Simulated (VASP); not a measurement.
# Ga2N (Fd-3m) in VASP: a series of runs, part 2 of 2

VASP 6.6.1.

## (3) Relaxation of cell and atoms, PBE, collinear spin, ferromagnetic start

This run uses another cell than the first one, of 15.09 Å³/atom.

INCAR

```
PREC = Accurate ; ENCUT = 600
EDIFF = 1E-6 ; ISMEAR = 0
SIGMA = 0.1 ; LREAL = F
LASPH = T ; NELM = 150
ALGO = Normal ; ISIF = 3
LWAVE = F ; LCHARG = F
ISPIN = 2 ; MAGMOM = 0 0 0 0 1 1
LORBIT = 11 ; GGA = PE
IBRION = 2 ; NSW = 90
EDIFFG = -0.04
```

KPOINTS

```
Automatic mesh
0
Gamma
  4 4 4
```

POSCAR

```
Ga2N
1.0
    0.0000000000      3.5638849300      3.5638849300
    3.5638849300      0.0000000000      3.5638849300
    3.5638849300      3.5638849300      0.0000000000
Ga N
4 2
Direct
    0.1250000000      0.1250000000      0.1250000000
    0.6250000000      0.1250000000      0.1250000000
    0.1250000000      0.1250000000      0.6250000000
    0.1250000000      0.6250000000      0.1250000000
    0.5000000000      0.5000000000      0.5000000000
    0.7500000000      0.7500000000      0.7500000000
```

Potentials or basis: VASP PAW PBE potentials, release 64 (Ga_d, N).

Command:

```console
$ cat potpaw_PBE.64/Ga_d/POTCAR potpaw_PBE.64/N/POTCAR > POTCAR
$ mpirun -np 1 vasp_std > vasp.out
```

OUTCAR:

```text
PREC = Accurate
   ENCUT = 600
   EDIFF = 1E-6
   ISMEAR = 0
   LREAL = F
   LASPH = T
   NELM = 150
   ISIF = 3
   ISPIN = 2
   LORBIT = 11
   GGA = PE
   IBRION = 2
   NSW = 90
   EDIFFG = -0.04

 ion  position               nearest neighbor table
   1  0.125  0.125  0.125-   2 2.52   3 2.52   4 2.52   3 2.52   4 2.52   2 2.52
   2  0.625  0.125  0.125-   1 2.52   3 2.52   4 2.52   1 2.52   3 2.52   4 2.52
   3  0.125  0.125  0.625-   1 2.52   1 2.52   2 2.52   4 2.52   4 2.52   2 2.52
   4  0.125  0.625  0.125-   1 2.52   3 2.52   1 2.52   2 2.52   3 2.52   2 2.52
   5  0.500  0.500  0.500-
   6  0.750  0.750  0.750-

  LATTYP: Found a face centered cubic cell.
 ALAT       =     7.1277698600

  Lattice vectors:

 A1 = (   0.0000000000,   3.5638849300,   3.5638849300)
 A2 = (   3.5638849300,   0.0000000000,   3.5638849300)
 A3 = (   3.5638849300,   3.5638849300,   0.0000000000)

Analysis of symmetry for initial positions (statically):
=====================================================================
 Subroutine PRICEL returns:
 Original cell was already a primitive cell.

 Routine SETGRP: Setting up the symmetry group for a
 face centered cubic supercell.

 Subroutine GETGRP returns: Found 48 space group operations
 (whereof 24 operations were pure point group operations)
 out of a pool of 48 trial point group operations.

The static configuration has the point symmetry T_d .
 The point group associated with its full space group is O_h .

Analysis of symmetry for dynamics (positions and initial velocities):
=====================================================================
 Subroutine PRICEL returns:
 Original cell was already a primitive cell.

 Routine SETGRP: Setting up the symmetry group for a
 face centered cubic supercell.

 Subroutine GETGRP returns: Found 48 space group operations
 (whereof 24 operations were pure point group operations)
 out of a pool of 48 trial point group operations.

The dynamic configuration has the point symmetry T_d .
 The point group associated with its full space group is O_h .

Analysis of structural, dynamic, and magnetic symmetry:
[... 144 lines left out ...]
 number of electron      62.0000019 magnetization       2.5109820

 Free energy of the ion-electron system (eV)
  ---------------------------------------------------
  ext. energy  EPLUGINS =         0.00000000
  ---------------------------------------------------
  free energy    TOTEN  =       -18.58595253 eV

  energy without entropy =      -18.56618215  energy(sigma->0) =      -18.57606734

------------------------ aborting loop because EDIFF is reached ----------------------------------------

  FORCE on cell =-STRESS in cart. coord.  units (eV):
  Direction    XX          YY          ZZ          XY          YZ          ZX
  --------------------------------------------------------------------------------------
  -------------------------------------------------------------------------------------
  Total        4.4768579      4.4768579      4.4768579      0.0000000      0.0000000      0.0000000
  in kB       79.2287638     79.2287638     79.2287638      0.0000000      0.0000000      0.0000000
  external PRESSURE =      79.2287638 kB  Pullay stress =       0.0000000 kB
[... 107 lines left out ...]
--------------------------------------- Ionic step        4  -------------------------------------------

 number of electron      62.0000056 magnetization       2.7265054

 Free energy of the ion-electron system (eV)
  ---------------------------------------------------
  ext. energy  EPLUGINS =         0.00000000
  ---------------------------------------------------
  free energy    TOTEN  =       -18.86823560 eV

  energy without entropy =      -18.84831429  energy(sigma->0) =      -18.85827495

 E-fermi :   3.8083     XC(G=0): -10.4470

 val. band max:        3.7778035742   @ k =  -0.2500   0.2500   0.0000
 cond. band min:       3.8284159131   @ k =   0.5000   0.2500   0.0000
 fundamental gap:      0.0506123389
 Fermi energy:         3.8082751144

 spin component 1

 k-point     1 :       0.0000    0.0000    0.0000
  band No.  band energies     occupation
      1     -11.8033      1.00000
      2     -11.5328      1.00000
      3     -11.5328      1.00000
      4     -11.5328      1.00000
      5     -11.4803      1.00000
      6     -11.4803      1.00000
[... 317 lines left out ...]
     37       8.6386      0.00000
     38       8.6386      0.00000
 Fermi energy:         3.8082751144

 spin component 2

 k-point     1 :       0.0000    0.0000    0.0000
  band No.  band energies     occupation
      1     -11.8034      1.00000
      2     -11.5412      1.00000
      3     -11.5412      1.00000
      4     -11.5412      1.00000
      5     -11.4891      1.00000
      6     -11.4891      1.00000
[... 350 lines left out ...]
  FREE ENERGIE OF THE ION-ELECTRON SYSTEM (eV)
  ---------------------------------------------------
  free  energy   TOTEN  =       -18.8682356039 eV

  energy  without entropy=      -18.8483142889  energy(sigma->0) =      -18.85827495

 reached required accuracy - stopping structural energy minimisation

 total charge

# of ion       s       p       d       tot
------------------------------------------
    1        1.056   0.539   9.971  11.567
    2        1.056   0.539   9.971  11.567
    3        1.056   0.539   9.971  11.567
    4        1.056   0.539   9.971  11.567
    5        1.353   1.969   0.000   3.322
    6        1.353   1.969   0.000   3.322
--------------------------------------------------
tot          6.931   6.095  39.885  52.912

 magnetization (x)

# of ion       s       p       d       tot
------------------------------------------
    1        0.039  -0.080  -0.001  -0.042
    2        0.039  -0.080  -0.001  -0.042
    3        0.039  -0.080  -0.001  -0.042
    4        0.039  -0.080  -0.001  -0.042
    5        0.022   1.082   0.000   1.104
    6        0.022   1.082   0.000   1.104
--------------------------------------------------
tot          0.200   1.844  -0.005   2.039
```

It took 8.3 min on 1 thread of Intel Xeon 8259CL, shared host; peak memory 0.31 GiB.

Results:

```yaml
Free_energy: -18.8682 eV
Relaxed_volume: 17.24 Å³/atom
Relaxed_cell: a = 5.269 Å, b = 5.269 Å, c = 5.269 Å, α = 60.00°, β = 60.00°, γ = 60.00°
Space_group_after_relaxing_to_0.1_Å: Fd-3m (No. 227)
Energy_gained_by_relaxing: 47.0 meV/atom
Ionic_steps: 4
Pressure_after_relaxing: 0.2 GPa
Net_moment: 2.73 μB per cell
Site_moments: Ga -0.04; N +1.10 μB
Valence_electrons_inside_the_program's_atomic_spheres: Ga 11.57; N 3.32
```

Step by step:
| step | energy change (eV) | largest force (eV/Å) | pressure (GPa) | volume (Å³) |
| --- | --- | --- | --- | --- |
| 1 | 0.0000 | 0.0000 | 7.92 | 90.53 |
| 2 | -0.2716 | 0.0000 | 1.35 | 100.66 |
| 3 | -0.2814 | 0.0000 | -0.40 | 104.33 |
| 4 | -0.2823 | 0.0000 | 0.15 | 103.46 |

Final structure:
```
Ga N
1.0
     0.00000    3.72607    3.72607
     3.72607    0.00000    3.72607
     3.72607    3.72607    0.00000
Ga N
4 2
Direct
  0.12500 0.12500 0.12500
  0.62500 0.12500 0.12500
  0.12500 0.12500 0.62500
  0.12500 0.62500 0.12500
  0.50000 0.50000 0.50000
  0.75000 0.75000 0.75000
```

Caveat: the k points lie up to 0.37 Å⁻¹ apart in the final cell.
